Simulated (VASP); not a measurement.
# Na (P6_3/mmc) in VASP: a series of runs

The runs below take Na through electric field gradients, with PBEsol.

All numbers are computed with VASP 6.6.1; they aren't measurements. Logs are shortened: lines on timing, memory, paths and dates and some standing lists are left out, and cuts for length are marked.

## Step 1: The cell of the first run

The structure is hexagonal, space group P6_3/mmc (No. 194). Conventional cell: a = 3.817 Å, b = 3.817 Å, c = 6.235 Å, α = 90.00°, β = 90.00°, γ = 120.00°. Within 5.0 Å of Na (site symmetry -6m2) lie 12 Na at 3.82 Å.

This isn't the form of Na at room conditions, which is bcc.

## Step 2: Electric field gradients, PBEsol (39.33 Å³/atom)

Contents of INCAR:

```
PREC = Accurate ; ENCUT = 520
EDIFF = 1E-8 ; ISMEAR = -1
SIGMA = 0.05 ; LREAL = False
LASPH = True ; NELM = 80
ALGO = Normal ; ISIF = 2
LWAVE = False ; LCHARG = False
GGA = PS ; LEFG = True
NBANDS = 14
```

Contents of KPOINTS:

```
regular mesh
0
Gamma
  13 13 7
```

Contents of POSCAR:

```
Na
1.0
    3.8165724849      0.0000000000      0.0000000000
   -1.9082862425      3.3052487273      0.0000000000
    0.0000000000      0.0000000000      6.2349829711
Na
2
Direct
    0.3333333333      0.6666666667      0.2500000000
    0.6666666667      0.3333333333      0.7500000000
```

Potentials or basis: VASP PAW PBE potentials, release 64 (Na_pv).

Launch:

```bash
cat potpaw_PBE.64/Na_pv/POTCAR > POTCAR
mpirun -np 1 vasp_std > vasp.out
```

OUTCAR:

```text
PREC = Accurate
   ENCUT = 520
   EDIFF = 1E-8
   ISMEAR = -1
   LREAL = False
   LASPH = True
   NELM = 80
   ISIF = 2
   GGA = PS

 ion  position               nearest neighbor table
   1  0.333  0.667  0.250-
   2  0.667  0.333  0.750-

  LATTYP: Found a hexagonal cell.
 ALAT       =     3.8165724849
 C/A-ratio  =     1.6336603054

  Lattice vectors:

 A1 = (   3.8165724849,   0.0000000000,   0.0000000000)
 A2 = (  -1.9082862425,   3.3052487273,   0.0000000000)
 A3 = (   0.0000000000,   0.0000000000,   6.2349829711)

Analysis of symmetry for initial positions (statically):
=====================================================================
 Subroutine PRICEL returns:
 Original cell was already a primitive cell.

 Routine SETGRP: Setting up the symmetry group for a
 hexagonal supercell.

 Subroutine GETGRP returns: Found 24 space group operations
 (whereof 12 operations were pure point group operations)
 out of a pool of 24 trial point group operations.

The static configuration has the point symmetry D_3d.
 The point group associated with its full space group is D_6h.

Analysis of symmetry for dynamics (positions and initial velocities):
=====================================================================
 Subroutine PRICEL returns:
 Original cell was already a primitive cell.

 Routine SETGRP: Setting up the symmetry group for a
 hexagonal supercell.

 Subroutine GETGRP returns: Found 24 space group operations
 (whereof 12 operations were pure point group operations)
 out of a pool of 24 trial point group operations.

The dynamic configuration has the point symmetry D_3d.
 The point group associated with its full space group is D_6h.

 Subroutine INISYM returns: Found 24 space group operations
 (whereof 12 operations are pure point group operations),
 and found     1 'primitive' translations

----------------------------------------------------------------------------------------

                                     Primitive cell

  volume of cell :      78.6526

  direct lattice vectors                    reciprocal lattice vectors
     3.816572485  0.000000000  0.000000000     0.262015199  0.151274546  0.000000000
    -1.908286243  3.305248727  0.000000000     0.000000000  0.302549092  0.000000000
     0.000000000  0.000000000  6.234982971     0.000000000  0.000000000  0.160385362

  length of vectors
     3.816572485  3.816572485  6.234982971     0.302549092  0.302549092  0.160385362

  position of ions in fractional coordinates (direct lattice)
     0.333333333  0.666666667  0.250000000
     0.666666667  0.333333333  0.750000000

  ion indices of the primitive-cell ions
   primitive index   ion index
                 1           1
                 2           2

----------------------------------------------------------------------------------------

 KPOINTS: regular mesh

Automatic generation of k-mesh.
 Grid dimensions read from file:
 generate k-points for:   13   13    7

 Generating k-lattice:

  Cartesian coordinates                     Fractional coordinates (reciprocal lattice)
     0.020155015  0.011636504  0.000000000     0.076923077  0.000000000  0.000000000
     0.000000000  0.023273007  0.000000000     0.000000000  0.076923077  0.000000000
     0.000000000  0.000000000  0.022912195     0.000000000  0.000000000  0.142857143

  Length of vectors
     0.023273007  0.023273007  0.022912195

  Shift w.r.t. Gamma in fractional coordinates (k-lattice)
     0.000000000  0.000000000  0.000000000

 Subroutine IBZKPT returns following result:
 ===========================================

 Found     84 irreducible k-points:

 Following reciprocal coordinates:
            Coordinates               Weight
  0.000000  0.000000  0.000000      1.000000
  0.076923 -0.000000  0.000000      6.000000
  0.153846 -0.000000  0.000000      6.000000
  0.230769 -0.000000  0.000000      6.000000
  0.307692 -0.000000  0.000000      6.000000
  0.384615 -0.000000  0.000000      6.000000
[... 16 lines left out ...]
  0.076923 -0.000000  0.142857     12.000000
  0.153846 -0.000000  0.142857     12.000000
 [... further k-points ...]
   k-points           NKPTS =     84   k-points in BZ     NKDIM =     84   number of bands    NBANDS=     14
   number of dos      NEDOS =    301   number of ions     NIONS =      2
   total plane-waves  NPLWV =  37632
   dimension x,y,z NGX =    28 NGY =   28 NGZ =   48
   dimension x,y,z NGXF=    56 NGYF=   56 NGZF=   96
   ions per type =               2
   NGX,Y,Z   is equivalent  to a cutoff of  12.20, 12.20, 12.80 a.u.
   NGXF,Y,Z  is equivalent  to a cutoff of  24.39, 24.39, 25.60 a.u.
 SYSTEM =  unknown system
   PREC   = accura    normal or accurate (medium, high low for compatibility)
   ISTART =      0    job   : 0-new  1-cont  2-samecut
   ICHARG =      2    charge: 1-file 2-atom 10-const
   ISPIN  =      1    spin polarized calculation?
   LNONCOLLINEAR =      F non collinear calculations
   LSORBIT =      F    spin-orbit coupling
   LASPH  =      T    aspherical Exc in radial PAW
   ENCUT  =  520.0 eV  38.22 Ry    6.18 a.u.   7.10  7.10 11.59*2*pi/ulx,y,z
   NELM   =     80;   NELMIN=  2; NELMDL= -5     # of ELM steps
   EDIFF  = 0.1E-07   stopping-criterion for ELM
   LREAL  =      F    real-space projection
   EDIFFG = 0.1E-06   stopping-criterion for IOM
   NSW    =      0    number of steps for IOM
   IBRION =     -1    ionic relax: 0-MD 1-quasi-New 2-CG
   NFREE  =      0    steps in history (QN), initial steepest desc. (CG)
   ISIF   =      2    stress and relaxation
   ISYM   =      2    0-nonsym 1-usesym 2-fastsym
   POTIM  = 0.5000    time-step for ionic-motion
   TEBEG  =    0.0;   TEEND  =   0.0 temperature during run
   PSTRESS=    0.0 pullay stress
   NELECT =      14.0000    total number of electrons
   NUPDOWN=      -1.0000    fix difference up-down
   EMIN   =  10.00;   EMAX   =-10.00  energy-range for DOS
   EFERMI =   0.00;   METHOD = LEGACY
   ISMEAR =    -1;   SIGMA  =   0.05  broadening in eV -4-tet -1-fermi 0-gaus
   EFERMI_NEDOS =   21; number of points for ismear=-14 and -15
   IALGO  =     38    algorithm
   IMIX   =      4    mixing-type and parameters
     AMIX     =   0.40;   BMIX     =  1.00
     AMIX_MAG =   1.60;   BMIX_MAG =  1.00
  volume/ion in A,a.u.               =      39.33       265.39
  Fermi-wavevector in a.u.,A,eV,Ry     =   0.920902  1.740252 11.538552  0.848060
  Thomas-Fermi vector in A             =   2.046258
   LORBIT       =      0    0 simple, 1 ext, 2 COOP (PROOUT), +10 PAW based schemes
   GGA     = PS    functional components
   LHFCALC =     F    Hartree Fock is set to
   AEXX    =    0.0000 exact exchange contribution
   IVDW    =     0    specifies the selected vdW correction
   LEPSILON=     F    determine dielectric tensor
   LRPA    =     F    only Hartree local field effects (RPA)
 non-spin polarized calculation
  energy-cutoff  :      520.00
  volume of cell :       78.65
 maximum number of plane-waves:      2134
   NGX = 15   NGY = 15   NGZ = 23

 number of electron      14.0000018 magnetization

 Free energy of the ion-electron system (eV)
  ---------------------------------------------------
  ext. energy  EPLUGINS =         0.00000000
  ---------------------------------------------------
  free energy    TOTEN  =        -2.79201842 eV

  energy without entropy =       -2.78391659  energy(sigma->0) =       -2.78796751

 E-fermi :   0.1358     XC(G=0):  -6.3471

 val. band max:        0.0904825636   @ k =   0.3077   0.2308   0.1429
 cond. band min:       0.1614124040   @ k =   0.1538  -0.0000   0.1429
 fundamental gap:      0.0709298404
 Fermi energy:         0.1357710001

 k-point     1 :       0.0000    0.0000    0.0000
  band No.  band energies     occupation
      1     -24.7140      2.00000
      2     -24.6900      2.00000
      3     -24.6900      2.00000
      4     -24.6860      2.00000
      5     -24.6860      2.00000
      6     -24.6855      2.00000
      7      -3.0124      2.00000
      8       0.6822      0.00004
      9       1.0516      0.00000
     10       9.7983      0.00000
     11       9.7983      0.00000
     12      10.0955      0.00000
     13      10.0955      0.00000
     14      10.2860      0.00000
[... 377 lines left out ...]
      1     -24.7108      2.00000
      2     -24.6943      2.00000
      3     -24.6915      2.00000
      4     -24.6912      2.00000
      5     -24.6870      2.00000
      6     -24.6870      2.00000
      7      -2.5960      2.00000
      8       0.1614      0.74906
      9       2.3369      0.00000
     10       6.6873      0.00000
     11       8.4764      0.00000
     12       8.5909      0.00000
     13       9.3642      0.00000
     14      10.3150      0.00000

 [... further k-points ...]

------------------------ aborting loop because EDIFF is reached ----------------------------------------

  FORCE on cell =-STRESS in cart. coord.  units (eV):
  Direction    XX          YY          ZZ          XY          YZ          ZX
  --------------------------------------------------------------------------------------
  -------------------------------------------------------------------------------------
  Total       -0.2783137     -0.2783137     -0.2242666      0.0000000     -0.0000000      0.0000000
  in kB       -5.6693373     -5.6693373     -4.5683803      0.0000000     -0.0000000      0.0000000
  external PRESSURE =      -5.3023516 kB  Pullay stress =       0.0000000 kB

 VOLUME and BASIS-vectors are now :
 -----------------------------------------------------------------------------
  energy-cutoff  :      520.00
  volume of cell :       78.65
      direct lattice vectors                 reciprocal lattice vectors
     3.816572485  0.000000000  0.000000000     0.262015199  0.151274546  0.000000000
    -1.908286243  3.305248727  0.000000000     0.000000000  0.302549092  0.000000000
     0.000000000  0.000000000  6.234982971     0.000000000  0.000000000  0.160385362

 POSITION                                       TOTAL-FORCE (eV/Angst)
 -----------------------------------------------------------------------------------
     -0.00000      2.20350      1.55875         0.000000      0.000000      0.000000
      1.90829      1.10175      4.67624        -0.000000     -0.000000      0.000000
 -----------------------------------------------------------------------------------
    total drift:                                0.000000     -0.000000      0.000000

  FREE ENERGIE OF THE ION-ELECTRON SYSTEM (eV)
  ---------------------------------------------------
  free  energy   TOTEN  =        -2.7920184205 eV

  energy  without entropy=       -2.7839165899  energy(sigma->0) =       -2.78796751

 Electric field gradients (V/A^2)
---------------------------------------------------------------------
 ion       V_xx      V_yy      V_zz      V_xy      V_xz      V_yz
---------------------------------------------------------------------
   1       0.119     0.120    -0.239     0.000    -0.000    -0.000
   2       0.119     0.120    -0.239     0.000    -0.000    -0.000
---------------------------------------------------------------------

 Electric field gradients after diagonalization (V/A^2)
 (convention: |V_zz| > |V_xx| > |V_yy|)
----------------------------------------------------------------------
 ion       V_xx      V_yy      V_zz     asymmetry (V_yy - V_xx)/ V_zz
----------------------------------------------------------------------
   1       0.120     0.119    -0.239       0.003
   2       0.120     0.119    -0.239       0.003
----------------------------------------------------------------------

           NMR quadrupolar parameters

 Cq : quadrupolar parameter    Cq=e*Q*V_zz/h
 eta: asymmetry parameters     (V_yy - V_xx)/ V_zz
 Q  : nuclear electric quadrupole moment in mb (millibarn)
----------------------------------------------------------------------
 ion       Cq(MHz)       eta       Q (mb)
----------------------------------------------------------------------
   1      -0.001       0.003       1.000
   2      -0.001       0.003       1.000
----------------------------------------------------------------------
```

Run time: 61 s. Hardware: 1 thread of Intel Xeon Platinum 8259CL at 2.50GHz (Skylake/Cascade Lake), shared host; peak memory 0.21 GiB.

What came out:

| Quantity | Value |
| --- | --- |
| Free energy | -2.7920 eV |
| Pressure | -0.5 GPa |
| Band gap on the k mesh | zero (bands 7 and 8 overlap by 3.25 eV) |
| Largest electric field gradient by atom | Na -0.24 V/Å² |

Caveat: without QUAD_EFG the Cq values of the log hold for a quadrupole moment of 1 mb, not for the nuclei; the PAW data sets were made with another functional, which shifts forces and pressure a little.

(Part 1 of 2 ends here.)
